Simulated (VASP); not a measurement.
Here is a VASP 6.6.1 calculation.

INCAR

```
  PREC = Accurate
  ENCUT = 520
  EDIFF = 1E-7
  ISMEAR = 0
  SIGMA = 0.1
  LREAL = F
  LASPH = T
  NELM = 60
  ALGO = Normal
  ISIF = 2
  LWAVE = F
  LCHARG = F
  GGA = PE
  NBANDS = 30
```

File KPOINTS:

```
regular mesh
0
Gamma
  4 4 4
```

The input POSCAR:

```
NaS6
1.0
    6.3100599913      0.0000000000      0.0000000000
    0.0000000000      6.3100599913      0.0000000000
    0.0000000000      0.0000000000      6.3100599913
Na S
1 6
Direct
    0.0000000000      0.0000000000      0.0000000000
    0.1553565670      0.5000000000      0.5000000000
    0.5000000000      0.1553565670      0.5000000000
    0.8446434330      0.5000000000      0.5000000000
    0.5000000000      0.8446434330      0.5000000000
    0.5000000000      0.5000000000      0.1553565670
    0.5000000000      0.5000000000      0.8446434330
```

Potentials or basis: VASP PAW PBE potentials, release 64 (Na_pv, S).

Run with:

```sh
$ cat potpaw_PBE.64/Na_pv/POTCAR potpaw_PBE.64/S/POTCAR > POTCAR
$ mpirun -np 1 vasp_std > vasp.out
```

Question: Estimate the band gap on the k mesh.

Answer: Zero (an odd number of electrons rules out a gap without spin polarisation).

Question: What does it give for the largest force?

Answer: 0.228 eV/Å.

Question: Estimate the pressure.

Answer: 0.1 GPa.

Forces in eV/Å, atoms in the order of the input:
```
Na   0.000  0.000  0.000
S   -0.228  0.000  0.000
S    0.000 -0.228  0.000
S    0.228  0.000  0.000
S    0.000  0.228  0.000
S    0.000  0.000 -0.228
S    0.000  0.000  0.228
```
